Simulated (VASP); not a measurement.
## P: single point with PBE

P:

```xyz
4
Lattice="1.7049 -5.8120 0.0000 1.7049 5.8120 0.0000 0.0000 0.0000 4.4210" Properties=species:S:1:pos:R:3 pbc="T T T"
P     1.7049    4.7185    4.0396
P     1.7049   -1.0935    2.5920
P     1.7049   -4.7185    0.3814
P     1.7049    1.0935    1.8291
```

This cell differs from its parent crystal: strain +0.030 along x and y, -0.030 along z.

- Program: VASP 6.6.1
- Task: single point
- Functional: PBE
- Potentials or basis: VASP PAW PBE potentials, release 64 (P)
- Cutoff: 520 eV
- k mesh: 10 × 10 × 8
- Occupations: gaussian, width 0.03 eV
- Spin: no spin polarisation
- Dipole correction: no
- Further INCAR settings: ALGO = Normal; EDIFF = 1e-06; NBANDS = 18

The pressure is -2.3 GPa, the largest force is 0.537 eV/Å and the band gap on the k mesh is 0.08 eV (least direct gap 0.11 eV).

Forces in eV/Å, atoms in the order of the input:
```
P    0.000  0.423  0.330
P    0.000  0.423 -0.330
P    0.000 -0.423 -0.330
P    0.000 -0.423  0.330
```

Stress tensor (GPa, compression positive):
```
-4.02  0.00  0.00
 0.00 -3.78  0.00
 0.00  0.00  1.03
```

Levels at points of the mesh, in eV from the valence-band top:
```csv
k point,band 7,band 8,band 9,band 10,band 11,band 12,band 13,band 14
"(0.00, 0.00, 0.00)",-4.12,-2.70,-2.41,-0.67,0.75,0.86,1.70,3.07
"(0.50, 0.00, 0.00)",-3.00,-3.00,-2.41,-2.41,1.02,1.02,1.69,1.69
"(0.50, 0.50, 0.00)",-4.18,-2.60,-1.63,-0.07,0.08,0.69,1.83,3.00
"(0.00, 0.00, 0.50)",-3.31,-3.31,-1.19,-1.19,1.21,1.21,2.77,2.77
"(0.50, 0.00, 0.50)",-5.11,-5.11,-1.76,-1.76,1.70,1.70,4.24,4.24
"(0.50, 0.50, 0.50)",-2.78,-2.78,-1.47,-1.47,1.21,1.21,2.50,2.50
```

It took 100 s on 1 thread of Intel(R) Xeon(R) 6975P-C (Granite Rapids), with other jobs on the host, peak memory 0.35 GiB.

Caveat: the cell differs from its parent crystal (strain +0.030 along x and y, -0.030 along z); the stress differs along the axes, from -4 to 1 GPa. A k mesh can miss the band edges.
